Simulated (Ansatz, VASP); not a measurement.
## Two plane-wave programs on Os

```
Os
1.0
     0.00000    4.19561    2.43133
     2.72166    0.00000    2.43133
     2.72166    4.19561    0.00000
Os
3
Direct
  0.00000 0.00000 0.50000
  0.50000 0.50000 0.00000
  0.50000 0.50000 0.50000
```

Alike in both runs: functional PBE; k mesh 6 × 6 × 6; occupations gaussian, width 0.1 eV; no spin polarisation.

Ansatz relaxed the structure, and its values are those at the end. VASP's run is a single point on that final structure, the one shown.

|  | VASP | Ansatz |
| --- | --- | --- |
| version | VASP 6.6.1 | Ansatz 0.2.0 |
| potentials or method | VASP PAW PBE potentials, release 64 (Os), cutoff 520 eV | scalar-relativistic, plane waves, PAW |
| valence electrons in the cell | 24 | 48 |

```tsv
	VASP	Ansatz	Ansatz less VASP
gap on the k mesh at the Fermi level (eV)	none	none	-
pressure (GPa)	-0.3	0.0	+0.31
```

A gap of «none» marks a metal or a gap that the smearing closes. With one functional, cell and mesh, what is left measures potentials, basis and numerics. VASP's potentials hold 24 valence electrons a cell and Ansatz's 48, so a difference there can come from the potentials and not from the codes.

Spin-orbit coupling is off throughout.
